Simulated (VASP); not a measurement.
Ge, 2 atoms in the cell. Symmetry: Cmcm, No. 63, orthorhombic system. The conventional cell has a = 2.978 Å, b = 5.193 Å, c = 4.642 Å, α = 90.00°, β = 90.00°, γ = 90.00°. Ge (site symmetry m2m) has 12 Ge at 2.89 to 2.99 Å within 3.8 Å. 

```yaml
Program: VASP 6.6.1
Task: single point
Functional: LDA
Potentials_or_basis: VASP PAW LDA potentials, release 64 (Ge_d)
Cutoff: 520 eV
k_mesh: 12 × 12 × 7
Occupations: fermi-dirac, width 0.1 eV
Spin: no spin polarisation
Dipole_correction: no
Further_INCAR_settings: ALGO = Normal; EDIFF = 1e-06; NBANDS = 21
```

Potentials or basis: VASP PAW LDA potentials, release 64 (Ge_d).

Launch:

```sh
$ cat potpaw_LDA.64/Ge_d/POTCAR > POTCAR
$ mpirun -np 1 vasp_std > vasp.out
```

Hardware: 1 thread of Intel(R) Xeon(R) Platinum 8259CL CPU @ 2.50GHz (Skylake/Cascade Lake) (shared host).

Problem. How long does it take, and how much memory?

Solution. Wall time 80 s on 1 thread of Intel(R) Xeon(R) Platinum 8259CL CPU @ 2.50GHz (Skylake/Cascade Lake), on a shared host, peak memory 0.21 GiB. Counts: scf iterations 10, k points 172.
